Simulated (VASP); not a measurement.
Wanted: the native input for a VASP 6.6.1 run.

* Task: single point
* Functional: PBE
* Potentials or basis: VASP PAW PBE potentials, release 64 (Y_sv, Na_pv)
* Cutoff: 520 eV
* k mesh: 8 × 8 × 8
* Occupations: fermi-dirac, width 0.05 eV
* Spin: no spin polarisation
* Dipole correction: no
* Further INCAR settings: ALGO = Fast; EDIFF = 1e-06; NBANDS = 28

The structure of NaY3 lies in POSCAR:

```
NaY3
1.0
   -2.4192730645      2.4192730645      5.4659805784
    2.4192730645     -2.4192730645      5.4659805784
    2.4192730645      2.4192730645     -5.4659805784
Y Na
3 1
Direct
    0.5000000000      0.5000000000      0.0000000000
    0.2500000000      0.7500000000      0.5000000000
    0.7500000000      0.2500000000      0.5000000000
    0.0000000000      0.0000000000      0.0000000000
```

These files were run (other wordings do the same):

INCAR

```
PREC = Accurate
ENCUT = 520
EDIFF = 1E-6
ISMEAR = -1
SIGMA = 0.05
LREAL = F
LASPH = T
NELM = 80
ALGO = Fast
ISIF = 2
LWAVE = F
LCHARG = T
GGA = PE
LELF = T
LVHAR = T
NBANDS = 28
```

KPOINTS

```
Automatic mesh
0
Gamma
  8 8 8
```

Potentials or basis: VASP PAW PBE potentials, release 64 (Y_sv, Na_pv).

Run with:

```console
$ cat potpaw_PBE.64/Y_sv/POTCAR potpaw_PBE.64/Na_pv/POTCAR > POTCAR
$ mpirun -np 1 vasp_std > vasp.out
```

Results of the run:

```json
{
 "Pressure": "0.4 GPa",
 "Band gap on the k mesh": "zero (bands 20 and 21 overlap by 0.56 eV)"
}
```

Run time: 7.8 min on 1 thread of Intel(R) Xeon(R) Platinum 8559C (Emerald Rapids) (shared host), peak memory 0.45 GiB.
